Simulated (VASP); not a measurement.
Crystal: Be.

```
Be
1.0
    -1.27770    1.27770    1.27770
     1.27770   -1.27770    1.27770
     1.27770    1.27770   -1.27770
Be
1
Direct
  0.00000 0.00000 0.00000
```

This isn't the form of Be at room conditions, which is hcp.

| Quantity | Value |
| --- | --- |
| Program | VASP 6.6.1 |
| Task | relaxation of cell and atoms |
| Functional | RPBE |
| Potentials or basis | VASP PAW PBE potentials, release 64 (Be) |
| Cutoff | 650 eV |
| k mesh | 20 × 20 × 20 |
| Occupations | methfessel-paxton of order 2, width 0.05 eV |
| Spin | no spin polarisation |

At the start: pressure -4.4 GPa; volume 8.34 Å³/atom.

**Question.** Where does the relaxation end?

**Answer.** Over 5 steps the energy falls by 4.5 meV/atom and the volume is 8.02 Å³/atom (-3.8 %); space group Im-3m (No. 229, to 0.1 Å) before and after.

The path:
```tsv
step	energy change (eV)	largest force (eV/Å)	pressure (GPa)	volume (Å³)
1	0.0000	0.0000	-4.39	8.34
2	-0.0044	0.0000	-0.71	8.07
3	-0.0046	0.0000	-0.03	8.02
4	-0.0045	0.0000	-0.02	8.02
5	-0.0045	0.0000	-0.02	8.02
```

Final structure:
```yaml
crystal:
  lattice:
    - [-1.26118, 1.26118, 1.26118]
    - [1.26118, -1.26118, 1.26118]
    - [1.26118, 1.26118, -1.26118]
  atoms:
    - { symbol: Be, position: [0.00000, 0.00000, 0.00000] }
```

Caveat: the PAW data sets were made with another functional, which shifts forces and pressure a little.
